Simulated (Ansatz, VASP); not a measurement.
**One calculation of Al3BP4, two programs**

File INCAR:

```
PREC = Accurate
ENCUT = 520
EDIFF = 1E-6
ISMEAR = 0
SIGMA = 0.1
LREAL = F
LASPH = T
NELM = 80
ALGO = Normal
ISIF = 2
LWAVE = F
LCHARG = F
GGA = PE
NBANDS = 26
```

File KPOINTS:

```
regular mesh
0
Gamma
  4 4 4
```

POSCAR

```
Al3BP4
1.0
    5.1262531100      0.0000000000      0.0000000000
    0.0000000000      5.1262531100      0.0000000000
    0.0000000000      0.0000000000      5.1262531100
Al B P
3 1 4
Direct
    0.5000000000      0.0000000000      0.5000000000
    0.5000000000      0.5000000000      0.0000000000
    0.0000000000      0.5000000000      0.5000000000
    0.0000000000      0.0000000000      0.0000000000
    0.2500000000      0.7500000000      0.7500000000
    0.2500000000      0.2500000000      0.2500000000
    0.7500000000      0.7500000000      0.2500000000
    0.7500000000      0.2500000000      0.7500000000
```

Input for Ansatz:

```yaml
crystal:
  lattice:
    - [5.12625311, 0.0, 0.0]
    - [0.0, 5.12625311, 0.0]
    - [0.0, 0.0, 5.12625311]
  atoms:
    - { symbol: Al, position: [0.5, 0.0, 0.5] }
    - { symbol: Al, position: [0.5, 0.5, 0.0] }
    - { symbol: Al, position: [0.0, 0.5, 0.5] }
    - { symbol: B, position: [0.0, 0.0, 0.0] }
    - { symbol: P, position: [0.25, 0.75, 0.75] }
    - { symbol: P, position: [0.25, 0.25, 0.25] }
    - { symbol: P, position: [0.75, 0.75, 0.25] }
    - { symbol: P, position: [0.75, 0.25, 0.75] }
basis:
  ecutwfc: 420
kpoints:
  mp_grid: { grid: [4, 4, 4] }
hamiltonian:
  xc: pbe
scf:
  occupations: { method: gaussian, width: 0.1 }
  lower_state_search: "off"
output:
  forces: true
  stress: true
  eigenvalues: true
```

Alike in both runs: task single point; functional PBE; k mesh 4 × 4 × 4; occupations gaussian, width 0.1 eV; no spin polarisation.

|  | VASP | Ansatz |
| --- | --- | --- |
| version | VASP 6.6.1 | Ansatz 0.2.0 |
| potentials or method | VASP PAW PBE potentials, release 64 (Al, B, P), cutoff 520 eV | scalar-relativistic, plane waves, PAW |
| valence electrons in the cell | 32 | 32 |

|  | VASP | Ansatz | Ansatz less VASP |
| --- | --- | --- | --- |
| gap on the k mesh at the Fermi level (eV) | 0.93 | 0.93 | +0.003 |
| least direct gap on the mesh (eV) | 0.93 | 0.93 | +0.003 |
| pressure (GPa) | 14.2 | 14.3 | +0.15 |
